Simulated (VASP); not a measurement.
# SiC (R3m) in VASP: a series of runs

Runs on SiC. Level: PBE. Tasks: single point.

Program: VASP 6.6.1. These are calculated values, not measurements. Logs are shortened: lines on timing, memory, paths and dates and some standing lists are left out, and cuts for length are marked.

## Step 1: The cell of the first run

It takes space group R3m (No. 160, trigonal). Conventional cell: a = 3.182 Å, b = 3.182 Å, c = 8.048 Å, α = 90.00°, β = 90.00°, γ = 120.00°. Within 2.6 Å of Si (site symmetry 3m) lie 4 C at 1.96 to 2.01 Å. Within 2.6 Å of C (site symmetry 3m) lie 4 Si at 1.96 to 2.01 Å.

## Step 2: Single point, PBE

The input, INCAR:

```
SYSTEM = SiC
PREC = Accurate
ENCUT = 520
EDIFF = 1E-6
ISMEAR = 0
SIGMA = 0.05
LREAL = .FALSE.
LASPH = .TRUE.
NELM = 60
ALGO = Normal
ISIF = 2
LWAVE = .FALSE.
LCHARG = .FALSE.
GGA = PE
NBANDS = 11
```

The input, KPOINTS:

```
regular mesh
0
G
  12 12 12
  0 0 0
```

The input, POSCAR:

```
SiC
1.0
    0.0000000000      2.2500025904      2.2500025904
    2.2500025904      0.0000000000      2.2500025904
    2.2989026467      2.2989026467     -0.0489000563
Si C
1 1
Direct
    0.0000000000      0.0000000000      0.0000000000
    0.7500000000      0.7500000000      0.7500000000
```

Potentials or basis: VASP PAW PBE potentials, release 64 (Si, C).

The run is started by

```sh
> cat potpaw_PBE.64/Si/POTCAR potpaw_PBE.64/C/POTCAR > POTCAR
> mpirun -np 1 vasp_std > vasp.out
```

OUTCAR:

```text
SYSTEM = SiC
   PREC = Accurate
   ENCUT = 520
   EDIFF = 1E-6
   ISMEAR = 0
   LREAL = .FALSE.
   LASPH = .TRUE.
   NELM = 60
   ISIF = 2
   GGA = PE

 ion  position               nearest neighbor table
   1  0.000  0.000  0.000-   2 1.96   2 1.96   2 1.96   2 2.01
   2  0.750  0.750  0.750-   1 1.96   1 1.96   1 1.96   1 2.01

  LATTYP: Found a trigonal (rhomboedric) cell.
 ALAT       =     3.2515070311
 COS(alpha) =     0.5211531429

  Lattice vectors:

 A1 = (   2.2989026467,   0.0489000563,  -2.2989026467)
 A2 = (   0.0489000563,   2.2989026467,  -2.2989026467)
 A3 = (   2.2989026467,   2.2989026467,  -0.0489000563)

Analysis of symmetry for initial positions (statically):
=====================================================================
 Subroutine PRICEL returns:
 Original cell was already a primitive cell.

 Routine SETGRP: Setting up the symmetry group for a
 trigonal (rhombohedral) supercell.

 Subroutine GETGRP returns: Found  6 space group operations
 (whereof  6 operations were pure point group operations)
 out of a pool of 12 trial point group operations.

The static configuration has the point symmetry C_3v.

Analysis of symmetry for dynamics (positions and initial velocities):
=====================================================================
 Subroutine PRICEL returns:
 Original cell was already a primitive cell.

 Routine SETGRP: Setting up the symmetry group for a
 trigonal (rhombohedral) supercell.

 Subroutine GETGRP returns: Found  6 space group operations
 (whereof  6 operations were pure point group operations)
 out of a pool of 12 trial point group operations.

The dynamic configuration has the point symmetry C_3v.

 Subroutine INISYM returns: Found  6 space group operations
 (whereof  6 operations are pure point group operations),
 and found     1 'primitive' translations

----------------------------------------------------------------------------------------

                                     Primitive cell

  volume of cell :      23.5240

  direct lattice vectors                    reciprocal lattice vectors
     0.000000000  2.250002590  2.250002590    -0.219883392  0.224560541  0.219883392
     2.250002590  0.000000000  2.250002590     0.224560541 -0.219883392  0.219883392
     2.298902647  2.298902647 -0.048900056     0.215206243  0.215206243 -0.215206243

  length of vectors
     3.181984179  3.181984179  3.251507031     0.383568571  0.383568571  0.372748147

  position of ions in fractional coordinates (direct lattice)
     0.000000000  0.000000000  0.000000000
     0.750000000  0.750000000  0.750000000

  ion indices of the primitive-cell ions
   primitive index   ion index
                 1           1
                 2           2

----------------------------------------------------------------------------------------

 KPOINTS: regular mesh

Automatic generation of k-mesh.
 Grid dimensions read from file:
 generate k-points for:   12   12   12

 Generating k-lattice:

  Cartesian coordinates                     Fractional coordinates (reciprocal lattice)
    -0.018323616  0.018713378  0.018323616     0.083333333  0.000000000 -0.000000000
     0.018713378 -0.018323616  0.018323616     0.000000000  0.083333333 -0.000000000
     0.017933854  0.017933854 -0.017933854     0.000000000  0.000000000  0.083333333

  Length of vectors
     0.031964048  0.031964048  0.031062346

  Shift w.r.t. Gamma in fractional coordinates (k-lattice)
     0.000000000  0.000000000  0.000000000

 Subroutine IBZKPT returns following result:
 ===========================================

 Found    189 irreducible k-points:

 Following reciprocal coordinates:
            Coordinates               Weight
  0.000000  0.000000  0.000000      1.000000
  0.083333  0.000000  0.000000      6.000000
  0.166667  0.000000  0.000000      6.000000
  0.250000  0.000000  0.000000      6.000000
  0.333333  0.000000  0.000000      6.000000
  0.416667  0.000000  0.000000      6.000000
[... 16 lines left out ...]
  0.500000  0.166667  0.000000     12.000000
 -0.416667  0.166667 -0.000000     12.000000
 [... further k-points ...]
   k-points           NKPTS =    189   k-points in BZ     NKDIM =    189   number of bands    NBANDS=     11
   number of dos      NEDOS =    301   number of ions     NIONS =      2
   total plane-waves  NPLWV =  13824
   dimension x,y,z NGX =    24 NGY =   24 NGZ =   24
   dimension x,y,z NGXF=    48 NGYF=   48 NGZF=   48
   ions per type =               1   1
   NGX,Y,Z   is equivalent  to a cutoff of  12.54, 12.54, 12.27 a.u.
   NGXF,Y,Z  is equivalent  to a cutoff of  25.08, 25.08, 24.54 a.u.
 SYSTEM =  SiC
   PREC   = accura    normal or accurate (medium, high low for compatibility)
   ISTART =      0    job   : 0-new  1-cont  2-samecut
   ICHARG =      2    charge: 1-file 2-atom 10-const
   ISPIN  =      1    spin polarized calculation?
   LNONCOLLINEAR =      F non collinear calculations
[... 33 lines left out ...]
   LEPSILON=     F    determine dielectric tensor
   LRPA    =     F    only Hartree local field effects (RPA)
 non-spin polarized calculation
 Gauss-broadening in eV      SIGMA  =   0.05
  energy-cutoff  :      520.00
  volume of cell :       23.52
 maximum number of plane-waves:       645
   NGX = 11   NGY = 11   NGZ = 13

 number of electron       7.9999999 magnetization

 Free energy of the ion-electron system (eV)
  ---------------------------------------------------
  ext. energy  EPLUGINS =         0.00000000
  ---------------------------------------------------
  free energy    TOTEN  =       -14.87579294 eV

  energy without entropy =      -14.87579294  energy(sigma->0) =      -14.87579294

 E-fermi :   7.0222     XC(G=0): -10.8041

 val. band max:        6.7776577813   @ k =   0.0000   0.0000   0.0000
 cond. band min:       8.1765206105   @ k =   0.5000   0.5000   0.0000
 fundamental gap:      1.3988628292
 Fermi energy:         7.0222098900

 k-point     1 :       0.0000    0.0000    0.0000
  band No.  band energies     occupation
      1      -7.7060      2.00000
      2       6.6289      2.00000
      3       6.7777      2.00000
      4       6.7777      2.00000
      5      11.2874      0.00000
      6      12.9789      0.00000
      7      13.4228      0.00000
      8      13.4228      0.00000
      9      20.5262      0.00000
     10      20.5262      0.00000
     11      21.3281      0.00000

 k-point     2 :       0.0833    0.0000    0.0000
  band No.  band energies     occupation
      1      -7.5815      2.00000
      2       6.0472      2.00000
      3       6.5571      2.00000
      4       6.6773      2.00000
      5      11.5474      0.00000
      6      13.2130      0.00000
      7      13.4720      0.00000
      8      13.5886      0.00000
      9      19.7573      0.00000
     10      19.8992      0.00000
     11      21.7015      0.00000

 k-point     3 :       0.1667    0.0000    0.0000
  band No.  band energies     occupation
      1      -7.2121      2.00000
      2       4.4960      2.00000
      3       6.3280      2.00000
      4       6.4296      2.00000
      5      11.6696      0.00000
      6      13.4400      0.00000
      7      13.9219      0.00000
      8      14.1888      0.00000
      9      18.9297      0.00000
     10      19.2361      0.00000
     11      21.3764      0.00000

 k-point     4 :       0.2500    0.0000    0.0000
  band No.  band energies     occupation
      1      -6.6132      2.00000
      2       2.7123      2.00000
      3       6.0672      2.00000
      4       6.1389      2.00000
      5      11.4308      0.00000
      6      13.5961      0.00000
      7      14.0609      0.00000
      8      15.1065      0.00000
      9      18.9010      0.00000
     10      19.3805      0.00000
     11      20.8078      0.00000
[... 239 lines left out ...]
 k-point    22 :       0.4167    0.1667    0.0000
  band No.  band energies     occupation
      1      -5.1585      2.00000
      2       0.7217      2.00000
      3       4.4608      2.00000
      4       4.9254      2.00000
      5      10.9659      0.00000
      6      13.7118      0.00000
      7      15.1274      0.00000
      8      15.4764      0.00000
      9      19.1075      0.00000
     10      22.6632      0.00000
     11      23.3677      0.00000

 k-point    23 :       0.5000    0.1667    0.0000
  band No.  band energies     occupation
      1      -4.3849      2.00000
      2      -0.4609      2.00000
      3       4.0461      2.00000
      4       5.0042      2.00000
      5      11.0078      0.00000
      6      13.5486      0.00000
      7      14.7899      0.00000
      8      16.4872      0.00000
      9      19.6702      0.00000
     10      22.6564      0.00000
     11      23.6032      0.00000

 k-point    24 :      -0.4167    0.1667   -0.0000
  band No.  band energies     occupation
      1      -4.2116      2.00000
      2      -0.6969      2.00000
      3       3.7862      2.00000
      4       5.2318      2.00000
      5      11.2581      0.00000
      6      13.4187      0.00000
      7      14.5085      0.00000
      8      16.8150      0.00000
      9      20.3507      0.00000
     10      21.0275      0.00000
     11      23.6091      0.00000

 [... further k-points ...]
[... 5 lines left out ...]
  --------------------------------------------------------------------------------------
  -------------------------------------------------------------------------------------
  Total       -2.7877827     -2.7877827     -2.7877827     -0.5914886      0.5914886      0.5914886
  in kB     -189.8708626   -189.8708626   -189.8708626    -40.2852259     40.2852259     40.2852259
  external PRESSURE =    -189.8708626 kB  Pullay stress =       0.0000000 kB

 VOLUME and BASIS-vectors are now :
 -----------------------------------------------------------------------------
  energy-cutoff  :      520.00
  volume of cell :       23.52
      direct lattice vectors                 reciprocal lattice vectors
     0.000000000  2.250002590  2.250002590    -0.219883392  0.224560541  0.219883392
     2.250002590  0.000000000  2.250002590     0.224560541 -0.219883392  0.219883392
     2.298902647  2.298902647 -0.048900056     0.215206243  0.215206243 -0.215206243

 POSITION                                       TOTAL-FORCE (eV/Angst)
 -----------------------------------------------------------------------------------
      0.00000      0.00000      0.00000         0.027605      0.027605     -0.027605
      3.41168      3.41168      3.33833        -0.027605     -0.027605      0.027605
 -----------------------------------------------------------------------------------
    total drift:                               -0.000101     -0.000101      0.000101

  FREE ENERGIE OF THE ION-ELECTRON SYSTEM (eV)
  ---------------------------------------------------
  free  energy   TOTEN  =       -14.8757929384 eV

  energy  without entropy=      -14.8757929384  energy(sigma->0) =      -14.87579294
```

Run time: 39 s. Hardware: 1 thread of Intel Xeon 6975P-C, shared host; peak memory 0.16 GiB.

Results:

```
Free energy            : -14.8758 eV
Pressure               : -19.0 GPa
Largest force          : 0.048 eV/Å
Band gap on the k mesh : 1.40 eV, indirect (least direct gap 4.24 eV)
```

Forces on the atoms (eV/Å):
```
Si   0.028  0.028 -0.028
C   -0.028 -0.028  0.028
```

## Step 3: Single point, PBE

This run uses another cell than the first one, of the same volume but with other edges.

The input, INCAR:

```
SYSTEM = SiC
PREC     = Accurate       ! precision mode
ENCUT    = 520            ! plane-wave cutoff, eV
EDIFF    = 1E-6           ! SCF threshold, eV
ISMEAR   = 0              ! smearing method
SIGMA    = 0.05           ! smearing width, eV
LREAL    = .False.        ! projectors in reciprocal space
LASPH    = .True.         ! aspherical terms in the spheres
NELM     = 80             ! most SCF steps
ALGO     = Normal         ! electronic algorithm
ISIF     = 2              ! what is computed and relaxed
LWAVE    = .False.        ! write WAVECAR
LCHARG   = .False.        ! write CHGCAR
GGA      = PE             ! functional
NBANDS   = 11             ! bands
```

The input, KPOINTS:

```
Automatic mesh
0
Gamma
  12 12 12
  0 0 0
```

The input, POSCAR:

```
SiC
1.0
    0.0000000000      2.3233156243      2.3233156243
    2.3233156243      0.0000000000      2.3233156243
    2.2271303575      2.2271303575      0.0961852668
Si C
1 1
Direct
    0.0000000000      0.0000000000      0.0000000000
    0.7500000000      0.7500000000      0.7500000000
```

Potentials or basis: VASP PAW PBE potentials, release 64 (Si, C).

The run is started by

```sh
> cat potpaw_PBE.64/Si/POTCAR potpaw_PBE.64/C/POTCAR > POTCAR
> mpirun -np 1 vasp_std > vasp.out
```

Wall time 40 s (1 thread of Intel Xeon 6975P-C, shared host); peak memory 0.17 GiB.

Results (log left out):

- Free energy: -14.8149 eV
- Pressure: -18.2 GPa
- Largest force: 0.358 eV/Å
- Band gap on the k mesh: 1.27 eV, indirect (least direct gap 4.01 eV)

Forces in eV/Å, atoms in the order of the input:
```
Si  -0.207 -0.207  0.207
C    0.207  0.207 -0.207
```

Stress tensor (GPa, compression positive):
```
-18.21   8.63  -8.63
  8.63 -18.21  -8.63
 -8.63  -8.63 -18.21
```

Levels at points of the mesh, in eV from the valence-band top:
```tsv
k point	band 1	band 2	band 3	band 4	band 5	band 6	band 7	band 8
(0.00, 0.00, 0.00)	-14.57	-0.21	-0.21	0.00	4.25	5.93	5.93	7.65
(0.50, 0.00, 0.00)	-11.61	-8.01	-1.03	-1.02	4.39	6.34	7.20	9.32
(0.50, 0.50, 0.00)	-10.15	-7.53	-3.35	-2.74	1.27	3.87	12.01	12.41
(0.00, 0.00, 0.50)	-11.00	-7.92	-1.47	-1.47	3.38	6.15	6.15	8.97
```

## Step 4: Single point, PBE

This run uses another cell than the first one, of the same volume but with other edges.

The input, INCAR:

```
ALGO = Normal
EDIFF = 1E-6
ENCUT = 520
GGA = PE
ISIF = 2
ISMEAR = 0
LASPH = True
LCHARG = False
LREAL = False
LWAVE = False
NBANDS = 11
NELM = 100
PREC = Accurate
SIGMA = 0.05
```

The input, KPOINTS:

```
k-points
0
Gamma
  12 12 12
```

The input, POSCAR:

```
SiC
1.0
    0.0000000000      2.2986638438      2.2986638438
    2.2986638438      0.0000000000      2.2986638438
    2.2502386588      2.2502386588      0.0484251850
Si C
1 1
Direct
    0.0000000000      0.0000000000      0.0000000000
    0.7500000000      0.7500000000      0.7500000000
```

The run is started by

```sh
> cat potpaw_PBE.64/Si/POTCAR potpaw_PBE.64/C/POTCAR > POTCAR
> mpirun -np 1 vasp_std > vasp.out
```

Run time: 40 s. Hardware: 1 thread of Intel Xeon 6975P-C, shared host; peak memory 0.17 GiB.

It converged, with:

| Property | Result |
| --- | --- |
| Free energy | -14.8752 eV |
| Pressure | -19.0 GPa |
| Largest force | 0.132 eV/Å |
| Band gap on the k mesh | 1.37 eV, indirect (least direct gap 4.23 eV) |

Forces on the atoms (eV/Å):
```
Si  -0.076 -0.076  0.076
C    0.076  0.076 -0.076
```

Stress tensor (GPa, compression positive):
```
-18.98   4.22  -4.22
  4.22 -18.98  -4.22
 -4.22  -4.22 -18.98
```

Levels at points of the mesh, in eV from the valence-band top:
```
           k point  band 1  band 2  band 3  band 4  band 5  band 6  band 7  band 8
(0.00, 0.00, 0.00)  -14.51   -0.12   -0.12    0.00    4.55    6.18    6.18    6.97
(0.50, 0.00, 0.00)  -11.48   -7.95   -1.04   -1.04    4.36    6.51    6.94    9.31
(0.50, 0.50, 0.00)  -10.08   -7.49   -3.16   -2.86    1.37    3.84   12.34   12.50
(0.00, 0.00, 0.50)  -11.17   -7.91   -1.25   -1.25    3.83    6.42    6.42    9.16
```

A k mesh can miss the band edges.

## Step 5: Single point, PBE

The input, INCAR:

```
PREC = Accurate
ENCUT = 520
EDIFF = 1E-6
ISMEAR = 0
SIGMA = 0.05
LREAL = False
LASPH = True
NELM = 60
ALGO = Normal
ISIF = 2
LWAVE = False
LCHARG = False
GGA = PE
NBANDS = 11
```

The input, KPOINTS:

```
Automatic mesh
0
Gamma
  12 12 12
```

The input, POSCAR:

```
SiC
1.0
    0.0000000000      2.2261145025      2.2261145025
    2.2261145025      0.0000000000      2.2261145025
    2.3243603559      2.3243603559     -0.0982458534
Si C
1 1
Direct
    0.0000000000      0.0000000000      0.0000000000
    0.7500000000      0.7500000000      0.7500000000
```

The run is started by

```sh
> cat potpaw_PBE.64/Si/POTCAR potpaw_PBE.64/C/POTCAR > POTCAR
> mpirun -np 1 vasp_std > vasp.out
```

Wall time 39 s (1 thread of Intel Xeon 6975P-C, shared host); peak memory 0.17 GiB.

Results (log left out):

- Free energy: -14.8197 eV
- Pressure: -18.3 GPa
- Largest force: 0.023 eV/Å
- Band gap on the k mesh: 1.30 eV, indirect (least direct gap 3.94 eV)

Forces in eV/Å, atoms in the order of the input:
```
Si   0.013  0.013 -0.013
C   -0.013 -0.013  0.013
```

Stress tensor (GPa, compression positive):
```
-18.29  -7.88   7.88
 -7.88 -18.29   7.88
  7.88   7.88 -18.29
```

Levels at points of the mesh, in eV from the valence-band top:
| k point | band 1 | band 2 | band 3 | band 4 | band 5 | band 6 | band 7 | band 8 | band 9 |
| --- | --- | --- | --- | --- | --- | --- | --- | --- | --- |
| (0.00, 0.00, 0.00) | -14.55 | -0.33 | 0.00 | 0.00 | 3.94 | 6.28 | 6.82 | 6.82 | 13.72 |
| (0.50, 0.00, 0.00) | -11.28 | -7.95 | -1.23 | -1.20 | 3.86 | 6.12 | 6.90 | 9.19 | 14.32 |
| (0.50, 0.50, 0.00) | -10.12 | -7.51 | -3.29 | -2.75 | 1.30 | 3.88 | 12.03 | 12.37 | 13.51 |
| (0.00, 0.00, 0.50) | -11.89 | -8.01 | -0.80 | -0.80 | 5.05 | 7.07 | 7.07 | 9.36 | 14.58 |

## Step 6: Single point, PBE

This run uses another cell than the first one, of 10.25 Å³/atom, 0.871 times its volume.

The input, INCAR:

```
SYSTEM = SiC
PREC = Accurate
ENCUT = 520
EDIFF = 1E-6
ISMEAR = 0
SIGMA = 0.05
LREAL = .False.
LASPH = .True.
NELM = 60
ALGO = Normal
ISIF = 2
LWAVE = .False.
LCHARG = .False.
GGA = PE
NBANDS = 11
```

The input, KPOINTS:

```
regular mesh
0
Gamma
  12 12 12
  0 0 0
```

The input, POSCAR:

```
SiC
1.0
    0.0000000000      2.2073076282      2.2073076282
    2.2073076282      0.0000000000      2.2073076282
    2.1381453225      2.1381453225      0.0691623057
Si C
1 1
Direct
    0.0000000000      0.0000000000      0.0000000000
    0.7500000000      0.7500000000      0.7500000000
```

Potentials or basis: VASP PAW PBE potentials, release 64 (Si, C).

The run is started by

```sh
> cat potpaw_PBE.64/Si/POTCAR potpaw_PBE.64/C/POTCAR > POTCAR
> mpirun -np 1 vasp_std > vasp.out
```

Wall time 14 s (1 thread of Intel Xeon Platinum 8488C (Sapphire Rapids), shared host); peak memory 0.16 GiB.

Results (log left out):

```yaml
Free_energy: -14.9955 eV
Pressure: 6.1 GPa
Largest_force: 0.619 eV/Å
Band_gap_on_the_k_mesh: 1.15 eV, indirect (least direct gap 4.24 eV)
```

Forces in eV/Å, atoms in the order of the input:
```
Si  -0.357 -0.357  0.357
C    0.357  0.357 -0.357
```

Stress tensor (GPa, compression positive):
```
 6.12  9.38 -9.38
 9.38  6.12 -9.38
-9.38 -9.38  6.12
```

Levels at points of the mesh, in eV from the valence-band top:
```tsv
k point	band 1	band 2	band 3	band 4	band 5	band 6	band 7	band 8	band 9
(0.00, 0.00, 0.00)	-15.64	-0.25	-0.25	0.00	5.82	6.85	6.85	8.37	14.43
(0.50, 0.00, 0.00)	-12.17	-8.77	-1.13	-1.09	5.54	6.90	7.64	10.05	15.98
(0.50, 0.50, 0.00)	-10.59	-7.98	-3.61	-3.09	1.15	4.26	13.68	13.97	14.98
(0.00, 0.00, 0.50)	-11.66	-8.65	-1.49	-1.49	4.68	6.70	6.70	9.70	16.25
```

A k mesh can miss the band edges. As with any semilocal functional, this PBE gap is likely too small.

## Step 7: Overview

```tsv
cell	gap on the mesh (eV)	pressure (GPa)	largest force (eV/Å)
a = 3.182, b = 3.182, c = 3.252 Å, angles 60.7, 60.7, 60.0°, 2 atoms	1.40	-19.0	0.05
a = 3.286, b = 3.286, c = 3.151 Å, angles 58.6, 58.6, 60.0°, 2 atoms	1.27	-18.2	0.36
a = 3.251, b = 3.251, c = 3.183 Å, angles 59.3, 59.3, 60.0°, 2 atoms	1.37	-19.0	0.13
a = 3.148, b = 3.148, c = 3.289 Å, angles 61.4, 61.4, 60.0°, 2 atoms	1.30	-18.3	0.02
a = 3.122, b = 3.122, c = 3.025 Å, angles 58.9, 58.9, 60.0°, 2 atoms	1.15	6.1	0.62
```

Alike in all rows: task single point; level PBE; potentials or basis VASP PAW PBE potentials, release 64 (Si, C); no spin polarisation; k mesh 12 × 12 × 12; cutoff (eV) 520; smearing gaussian 0.05 eV.

Total energies depend on the potentials used, so only differences within one code and one set of settings carry meaning.
